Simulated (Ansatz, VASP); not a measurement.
**SrCl2: VASP beside Ansatz**

The input INCAR:

```
PREC     = Accurate       # precision mode
ENCUT    = 520            # plane-wave cutoff, eV
EDIFF    = 1E-6           # SCF threshold, eV
ISMEAR   = 0              # smearing method
SIGMA    = 0.05           # smearing width, eV
LREAL    = False          # projectors in reciprocal space
LASPH    = True           # aspherical terms in the spheres
NELM     = 100            # most SCF steps
ALGO     = Normal         # electronic algorithm
ISIF     = 2              # what is computed and relaxed
LWAVE    = False          # write WAVECAR
LCHARG   = False          # write CHGCAR
GGA      = PE             # functional
NBANDS   = 19             # bands
```

File KPOINTS:

```
Automatic mesh
0
Gamma
  6 6 6
```

Contents of POSCAR:

```
SrCl2
1.0
    0.0000000000      3.5952438263      3.3719791847
    3.5952438263      0.0000000000      3.3719791847
    3.5952438263      3.5952438263      0.0000000000
Sr Cl
1 2
Direct
    0.0000000000      0.0000000000      0.0000000000
    0.2500000000      0.2500000000      0.2500000000
    0.7500000000      0.7500000000      0.7500000000
```

Input for Ansatz:

```yaml
crystal:
  lattice:
    - [0.0, 3.5952438263, 3.3719791847]
    - [3.5952438263, 0.0, 3.3719791847]
    - [3.5952438263, 3.5952438263, 0.0]
  atoms:
    - { symbol: Sr, position: [0.0, 0.0, 0.0] }
    - { symbol: Cl, position: [0.25, 0.25, 0.25] }
    - { symbol: Cl, position: [0.75, 0.75, 0.75] }
basis:
  ecutwfc: 420
kpoints:
  mp_grid: { grid: [6, 6, 6] }
hamiltonian:
  xc: pbe
scf:
  occupations: { method: gaussian, width: 0.05 }
output:
  forces: true
  stress: true
  eigenvalues: true
```

Alike in both runs: task single point; functional PBE; k mesh 6 × 6 × 6; occupations gaussian, width 0.05 eV; no spin polarisation.

|  | VASP | Ansatz |
| --- | --- | --- |
| version | VASP 6.6.1 | Ansatz 0.2.0 |
| potentials or method | VASP PAW PBE potentials, release 64 (Sr_sv, Cl), cutoff 520 eV | scalar-relativistic, plane waves, PAW |
| valence electrons in the cell | 24 | 24 |

```tsv
	VASP	Ansatz	Ansatz less VASP
gap on the k mesh at the Fermi level (eV)	4.87	4.87	+0.003
least direct gap on the mesh (eV)	5.13	5.13	+0.001
pressure (GPa)	0.2	0.1	-0.07
traceless stress, the component that is largest in VASP (GPa)	2.18	2.20	+0.012
```
